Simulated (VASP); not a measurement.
Write the native input for VASP 6.6.1 that does the following.

```yaml
Task: single point
Functional: PBE
Dispersion: D4
Potentials_or_basis: VASP PAW PBE potentials, release 64 (Ag)
Cutoff: 520 eV
k_mesh: 11 × 11 × 11
Occupations: fermi-dirac, width 0.05 eV
Spin: no spin polarisation
Dipole_correction: no
Further_INCAR_settings: ALGO = Normal; EDIFF = 1e-07; NBANDS = 12
```

The structure of Ag lies in POSCAR:

```
Ag
1.0
   -1.6246835776      1.6246835776      1.6246835776
    1.6246835776     -1.6246835776      1.6246835776
    1.6246835776      1.6246835776     -1.6246835776
Ag
1
Direct
    0.0000000000      0.0000000000      0.0000000000
```

These files were run (other wordings do the same):

INCAR

```
PREC     = Accurate       # precision mode
ENCUT    = 520            # plane-wave cutoff, eV
EDIFF    = 1E-7           # SCF threshold, eV
ISMEAR   = -1             # smearing method
SIGMA    = 0.05           # smearing width, eV
LREAL    = False          # projectors in reciprocal space
LASPH    = True           # aspherical terms in the spheres
NELM     = 80             # most SCF steps
ALGO     = Normal         # electronic algorithm
ISIF     = 2              # what is computed and relaxed
LWAVE    = False          # write WAVECAR
LCHARG   = True           # write CHGCAR
GGA      = PE             # functional
IVDW     = 13             # dispersion correction
LELF     = True           # ELF
LVHAR    = True         
NBANDS   = 12             # bands
```

KPOINTS

```
regular mesh
0
Gamma
  11 11 11
```

Potentials or basis: VASP PAW PBE potentials, release 64 (Ag).

The run is started by

```console
$ cat potpaw_PBE.64/Ag/POTCAR > POTCAR
$ mpirun -np 1 vasp_std > vasp.out
```

Results of the run:

- Pressure: -0.2 GPa
- Dispersion energy per atom: -0.564 eV

Caveat: pairwise dispersion overbinds metals, which lowers pressure and volume.

Wall time 25 s on 1 thread of Intel Xeon 8259CL (shared host), peak memory 0.14 GiB.
